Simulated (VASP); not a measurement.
Input of a VASP 6.6.1 run:

Contents of INCAR:

```
PREC     = Accurate       # precision mode
ENCUT    = 520            # plane-wave cutoff, eV
EDIFF    = 1E-7           # SCF threshold, eV
ISMEAR   = -1             # smearing method
SIGMA    = 0.08           # smearing width, eV
LREAL    = F              # projectors in reciprocal space
LASPH    = T              # aspherical terms in the spheres
NELM     = 100            # most SCF steps
ALGO     = Normal         # electronic algorithm
ISIF     = 2              # what is computed and relaxed
LWAVE    = F              # write WAVECAR
LCHARG   = F              # write CHGCAR
LDIPOL   = T            
IDIPOL   = 3            
DIPOL    = 0.5 0.5 0.500
GGA      = PE             # functional
NBANDS   = 16             # bands
```

File KPOINTS:

```
Automatic mesh
0
Gamma
  16 16 1
```

The input POSCAR:

```
Al
1.0
    2.8574853682      0.0000000000      0.0000000000
   -1.4287426841      2.4746549198      0.0000000000
    0.0000000000      0.0000000000     22.4361000000
Al
5
Direct
    0.8333333333      0.1666666667      0.2897110444
    0.1666666667      0.8333333333      0.3953996945
    0.5000000000      0.5000000000      0.5000000005
    0.8333333333      0.1666666667      0.6046003086
    0.1666666667      0.8333333333      0.7102889556
```

Potentials or basis: VASP PAW PBE potentials, release 64 (Al).

Run with:

```sh
$ cat potpaw_PBE.64/Al/POTCAR > POTCAR
$ mpirun -np 1 vasp_std > vasp.out
```

What does it give for the band gap on the k mesh?

Zero (an odd number of electrons rules out a gap without spin polarisation).
